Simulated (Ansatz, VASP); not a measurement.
**WC in VASP and in Ansatz**

INCAR

```
SYSTEM = WC
ALGO = Normal
EDIFF = 1E-6
ENCUT = 600
GGA = LIBXC
GGA_COMPAT = .FALSE.
ISIF = 2
ISMEAR = -1
LASPH = .TRUE.
LCHARG = .FALSE.
LIBXC1 = GGA_X_B88
LIBXC2 = GGA_C_PBE
LREAL = .FALSE.
LWAVE = .FALSE.
NBANDS = 16
NELM = 120
PREC = Accurate
SIGMA = 0.05
```

KPOINTS

```
k-points
0
G
  10 10 9
  0 0 0
```

Contents of POSCAR:

```
WC
1.0
    2.8672181576      0.0000000000      0.0000000000
   -1.4336090788      2.4830837627      0.0000000000
    0.0000000000      0.0000000000      2.7982628680
W C
1 1
Direct
    0.0000000000      0.0000000000      0.0000000000
    0.6666666667      0.3333333333      0.5000000000
```

The input input.yaml:

```yaml
crystal:
  lattice:
    - [2.8672181576, 0.0, 0.0]
    - [-1.4336090788, 2.4830837627, 0.0]
    - [0.0, 0.0, 2.798262868]
  atoms:
    - { symbol: W, position: [0.0, 0.0, 0.0] }
    - { symbol: C, position: [0.6666666667, 0.3333333333, 0.5] }
hamiltonian:
  xc: { exchange: b88, correlation: pbe }
  pseudopotentials: { kind: paw }
kpoints:
  mp_grid: { grid: [10, 10, 9] }
scf:
  occupations: { method: fermi_dirac, width: 0.05 }
output:
  forces: true
  stress: true
  eigenvalues: true
  write_density: true
  write_potential: true
  elf: true
  volumetric_format: npy
```

Alike in both runs: task single point; functional b88 exchange, pbe correlation; k mesh 10 × 10 × 9; occupations fermi-dirac, width 0.05 eV; no spin polarisation.

```csv
,VASP,Ansatz
version,VASP 6.6.1,Ansatz 0.2.0
potentials or method,"VASP PAW PBE potentials, release 64 (W_sv, C)",Ansatz PAW
plane-wave cutoff (eV),600,420
valence electrons in the cell,18,18
```

Ansatz gave:

```
gap on the k mesh at the Fermi level (eV)                     : none
pressure (GPa)                                                : 24.1
traceless stress, the component that is largest in VASP (GPa) : 1.15
```

**Question.** Estimate VASP's values.

**Answer.** gap on the k mesh at the Fermi level (eV): none; pressure (GPa): 25.4; traceless stress, the component that is largest in VASP (GPa): 1.38.

VASP's potentials were made for PBE, not for b88 exchange, pbe correlation. A gap of «none» marks a metal or a gap that the smearing closes.

Neither program's run includes spin-orbit coupling.
